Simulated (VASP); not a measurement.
# HCBr3 (CHBr3) (P6_3) in VASP: a series of runs, part 2 of 2

VASP 6.6.1.

## Step 3: Single point, PBE+D3(BJ)

This run uses another cell than the first one, of 24.21 Å³/atom, 1.003 times its volume.

Input file INCAR:

```
ALGO = Normal ; EDIFF = 1E-6
ENCUT = 520 ; GGA = PE
ISIF = 2 ; ISMEAR = 0
IVDW = 12 ; LASPH = T
LCHARG = F ; LREAL = F
LWAVE = F ; NBANDS = 37
NELM = 80 ; PREC = Accurate
SIGMA = 0.02
```

Input file KPOINTS:

```
k-points
0
Gamma
  6 6 4
```

Input file POSCAR:

```
HCBr3
1.0
    6.3015912185      0.0000000000      0.0000000000
   -3.1507956092      5.4573380795      0.0000000000
    0.0000000000      0.0000000000      7.0395489653
H C Br
2 2 6
Direct
    0.6666666667      0.3333333333      0.2336242240
    0.3333333333      0.6666666667      0.7336242240
    0.6666666667      0.3333333333      0.0786469334
    0.3333333333      0.6666666667      0.5786469334
    0.7050752974      0.6460397455     -0.0004237192
    0.0590355519      0.7050752974      0.4995762808
    0.3539602545      0.0590355519     -0.0004237192
    0.2949247026      0.3539602545      0.4995762808
    0.9409644481      0.2949247026     -0.0004237192
    0.6460397455      0.9409644481      0.4995762808
```

Potentials or basis: VASP PAW PBE potentials, release 64 (H, C, Br).

Run with:

```
$ cat potpaw_PBE.64/H/POTCAR potpaw_PBE.64/C/POTCAR potpaw_PBE.64/Br/POTCAR > POTCAR
$ mpirun -np 1 vasp_std > vasp.out
```

OUTCAR:

```text
EDIFF = 1E-6
   ENCUT = 520
   GGA = PE
   ISIF = 2
   ISMEAR = 0
   IVDW = 12
   LASPH = T
   LREAL = F
   NELM = 80
   PREC = Accurate
 IVDW          = 12

 ion  position               nearest neighbor table
   1  0.667  0.333  0.234-   3 1.09
   2  0.333  0.667  0.734-   4 1.09
   3  0.667  0.333  0.079-   1 1.09   9 1.94   7 1.94   5 1.94
   4  0.333  0.667  0.579-   2 1.09   6 1.94  10 1.94   8 1.94
   5  0.705  0.646  1.000-   3 1.94
   6  0.059  0.705  0.500-   4 1.94
   7  0.354  0.059  1.000-   3 1.94
   8  0.295  0.354  0.500-   4 1.94
   9  0.941  0.295  1.000-   3 1.94
  10  0.646  0.941  0.500-   4 1.94

  LATTYP: Found a hexagonal cell.
 ALAT       =     6.3015912185
 C/A-ratio  =     1.1171065722

  Lattice vectors:

 A1 = (   6.3015912185,   0.0000000000,   0.0000000000)
 A2 = (  -3.1507956092,   5.4573380795,   0.0000000000)
 A3 = (   0.0000000000,   0.0000000000,   7.0395489653)

Analysis of symmetry for initial positions (statically):
=====================================================================
 Subroutine PRICEL returns:
 Original cell was already a primitive cell.

 Routine SETGRP: Setting up the symmetry group for a
 hexagonal supercell.

 Subroutine GETGRP returns: Found  6 space group operations
 (whereof  3 operations were pure point group operations)
 out of a pool of 24 trial point group operations.

The static configuration has the point symmetry C_3 .
 The point group associated with its full space group is C_6 .

Analysis of symmetry for dynamics (positions and initial velocities):
=====================================================================
 Subroutine PRICEL returns:
 Original cell was already a primitive cell.
[... 146 lines left out ...]
  Fermi-wavevector in a.u.,A,eV,Ry     =   0.980432  1.852747 13.078548  0.961246
  Thomas-Fermi vector in A             =   2.111361
   LORBIT       =      0    0 simple, 1 ext, 2 COOP (PROOUT), +10 PAW based schemes
   GGA     = PE    functional components
   LHFCALC =     F    Hartree Fock is set to
   AEXX    =    0.0000 exact exchange contribution
   IVDW    =    12    specifies the selected vdW correction
   LEPSILON=     F    determine dielectric tensor
   LRPA    =     F    only Hartree local field effects (RPA)
 non-spin polarized calculation
 Gauss-broadening in eV      SIGMA  =   0.02
  energy-cutoff  :      520.00
  volume of cell :      242.09
 maximum number of plane-waves:      6549
   NGX = 23   NGY = 23   NGZ = 27

 number of electron      52.0000007 magnetization

 Free energy of the ion-electron system (eV)
  ---------------------------------------------------
  ext. energy  EPLUGINS =         0.00000000
  ---------------------------------------------------
  free energy    TOTEN  =       -34.42910887 eV

  energy without entropy =      -34.42910887  energy(sigma->0) =      -34.42910887

 E-fermi :  -0.5937     XC(G=0):  -7.8223

 val. band max:       -0.7272261842   @ k =   0.3333   0.1667   0.0000
 cond. band min:       2.8870608682   @ k =   0.3333   0.3333   0.0000
 fundamental gap:      3.6142870523
 Fermi energy:        -0.5936762639

 k-point     1 :       0.0000    0.0000    0.0000
  band No.  band energies     occupation
      1     -16.5983      2.00000
      2     -16.4205      2.00000
      3     -14.4100      2.00000
      4     -14.4100      2.00000
      5     -14.4064      2.00000
      6     -14.4064      2.00000
[... 949 lines left out ...]
     36       7.8051      0.00000
     37       7.9226      0.00000

------------------------ aborting loop because EDIFF is reached ----------------------------------------

 Edisp (eV)   -1.49646

 E8    (eV) :    -0.5567

  FORCE on cell =-STRESS in cart. coord.  units (eV):
  Direction    XX          YY          ZZ          XY          YZ          ZX
  --------------------------------------------------------------------------------------
  -------------------------------------------------------------------------------------
  Total       0.05212     0.05212    -0.02878    -0.00000     0.00000     0.00000
  in kB       0.34492     0.34492    -0.19050    -0.00000     0.00000     0.00000
  external pressure =        0.17 kB  Pullay stress =        0.00 kB

 VOLUME and BASIS-vectors are now :
 -----------------------------------------------------------------------------
  energy-cutoff  :      520.00
  volume of cell :      242.09
      direct lattice vectors                 reciprocal lattice vectors
     6.301591218  0.000000000  0.000000000     0.158690078  0.091619759  0.000000000
    -3.150795609  5.457338080  0.000000000     0.000000000  0.183239518  0.000000000
     0.000000000  0.000000000  7.039548965     0.000000000  0.000000000  0.142054556

 POSITION                                       TOTAL-FORCE (eV/Angst)
 -----------------------------------------------------------------------------------
      3.15080      1.81911      1.64461        -0.000000      0.000000      0.014597
     -0.00000      3.63823      5.16438        -0.000000     -0.000000      0.014597
      3.15080      1.81911      0.55364        -0.000000     -0.000000     -0.006495
     -0.00000      3.63823      4.07341        -0.000000      0.000000     -0.006495
      2.40756      3.52566      7.03657        -0.006540      0.015092     -0.002701
     -1.84953      3.84783      3.51679        -0.016340      0.001882     -0.002701
      2.04450      0.32218      7.03657        -0.009800     -0.013210     -0.002701
      0.74324      1.93168      3.51679         0.006540     -0.015092     -0.002701
      5.00033      1.60950      7.03657         0.016340     -0.001882     -0.002701
      1.10629      5.13516      3.51679         0.009800      0.013210     -0.002701
 -----------------------------------------------------------------------------------
    total drift:                                0.000000     -0.000000     -0.000691

  FREE ENERGIE OF THE ION-ELECTRON SYSTEM (eV)
  ---------------------------------------------------
  free  energy   TOTEN  =       -35.9255690064 eV

  energy  without entropy=      -35.9255690064  energy(sigma->0) =      -35.92556901
```

OSZICAR:

```text
N       E                     dE             d eps       ncg     rms          rms(c)
DAV:   1     0.341104038565E+03    0.34110E+03   -0.21611E+04  1776   0.118E+03
DAV:   2    -0.354847308359E+01   -0.34465E+03   -0.33575E+03  2318   0.218E+02
DAV:   3    -0.353018742830E+02   -0.31753E+02   -0.31536E+02  2291   0.742E+01
DAV:   4    -0.357795109087E+02   -0.47764E+00   -0.47649E+00  2174   0.108E+01
DAV:   5    -0.357870667815E+02   -0.75559E-02   -0.75545E-02  2168   0.138E+00    0.183E+01
DAV:   6    -0.346331999582E+02    0.11539E+01   -0.88470E-01  1936   0.651E+00    0.838E+00
DAV:   7    -0.344327810053E+02    0.20042E+00   -0.10558E+00  2123   0.468E+00    0.486E+00
DAV:   8    -0.344325535765E+02    0.22743E-03   -0.13090E-01  2180   0.171E+00    0.116E+00
DAV:   9    -0.344286777340E+02    0.38758E-02   -0.20521E-02  2011   0.702E-01    0.538E-01
DAV:  10    -0.344288710331E+02   -0.19330E-03   -0.43926E-03  2190   0.320E-01    0.296E-01
DAV:  11    -0.344290565025E+02   -0.18547E-03   -0.72973E-04  2195   0.126E-01    0.760E-02
DAV:  12    -0.344291015096E+02   -0.45007E-04   -0.75439E-05  2184   0.446E-02    0.159E-02
DAV:  13    -0.344291071752E+02   -0.56656E-05   -0.79709E-06  2219   0.137E-02    0.748E-03
DAV:  14    -0.344291088236E+02   -0.16484E-05   -0.23917E-06  1760   0.753E-03    0.542E-03
DAV:  15    -0.344291088659E+02   -0.42303E-07   -0.14607E-07  1248   0.184E-03
   1 F= -.35925569E+02 E0= -.35925569E+02  d E =-.222790E-22
```

It took 3.6 min on 1 thread of Intel Xeon Platinum 8259CL at 2.50GHz (Skylake/Cascade Lake), shared host; peak memory 0.44 GiB.

What came out:

* Free energy: -35.9256 eV
* Pressure: 0.0 GPa
* Largest force: 0.017 eV/Å
* Band gap on the k mesh: 3.61 eV, indirect (least direct gap 3.64 eV)
* Dispersion energy per atom: -0.150 eV

Forces on the atoms (eV/Å):
```
H    0.000  0.000  0.015
H    0.000  0.000  0.015
C    0.000  0.000 -0.006
C    0.000  0.000 -0.006
Br  -0.007  0.015 -0.003
Br  -0.016  0.002 -0.003
Br  -0.010 -0.013 -0.003
Br   0.007 -0.015 -0.003
Br   0.016 -0.002 -0.003
Br   0.010  0.013 -0.003
```

Levels at points of the mesh, in eV from the valence-band top:
```
           k point  band 23  band 24  band 25  band 26  band 27  band 28  band 29  band 30
(0.00, 0.00, 0.00)    -0.28    -0.21    -0.11    -0.11     3.70     4.10     5.15     5.15
(0.50, 0.00, 0.00)    -0.27    -0.17    -0.02    -0.01     3.74     3.85     4.87     5.02
(0.00, 0.00, 0.50)    -0.23    -0.23    -0.06    -0.06     3.88     3.88     5.07     5.07
(0.50, 0.00, 0.50)    -0.36    -0.36    -0.03    -0.03     3.85     3.85     4.97     4.97
```
